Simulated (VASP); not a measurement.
Set up this calculation in VASP 6.6.1, as the native input.

```yaml
Task: single point
Functional: PBE
Potentials_or_basis: VASP PAW PBE potentials, release 64 (W_sv, S)
Cutoff: 520 eV
k_mesh: 9 × 9 × 1
Occupations: gaussian, width 0.1 eV
Spin: no spin polarisation
Dipole_correction: yes
Further_INCAR_settings: ALGO = Normal; EDIFF = 1e-07; NBANDS = 32
```

The structure of W3S lies in POSCAR:

```
W3S
1.0
    2.8547213223      0.0000000000      0.0000000000
   -1.4273606611      2.4722611858      0.0000000000
    0.0000000000      0.0000000000     20.1973423488
W S
3 1
Direct
    0.6666666667      0.3333333333      0.1980458583
    0.3333333333      0.6666666667      0.3143385345
    0.0000000000      0.0000000000      0.4306181575
    0.0000000000      0.3333333333      0.5325925622
```

One way to write it, as run:

INCAR

```
SYSTEM = W3S
PREC = Accurate
ENCUT = 520
EDIFF = 1E-7
ISMEAR = 0
SIGMA = 0.1
LREAL = .FALSE.
LASPH = .TRUE.
NELM = 80
ALGO = Normal
ISIF = 2
LWAVE = .FALSE.
LCHARG = .TRUE.
LDIPOL = .TRUE.
IDIPOL = 3
DIPOL = 0.5 0.5 0.369
GGA = PE
LELF = .TRUE.
LVHAR = .TRUE.
LVACPOTAV = .TRUE.
NBANDS = 32
```

KPOINTS

```
Automatic mesh
0
G
  9 9 1
  0 0 0
```

Potentials or basis: VASP PAW PBE potentials, release 64 (W_sv, S).

Command:

```console
$ cat potpaw_PBE.64/W_sv/POTCAR potpaw_PBE.64/S/POTCAR > POTCAR
$ mpirun -np 1 vasp_std > vasp.out
```

It gave:

```yaml
Largest_force: 0.973 eV/Å
Band_gap_on_the_k_mesh: zero (band 24 reaches 2.36 eV, above the bottom of band 25 at 1.54 eV)
```

Caveat: spin-orbit coupling is left out, which moves the levels of the heavy elements.

Run time: 9 min on 1 thread of Intel Xeon 8259CL, with other jobs on the host, peak memory 0.36 GiB.
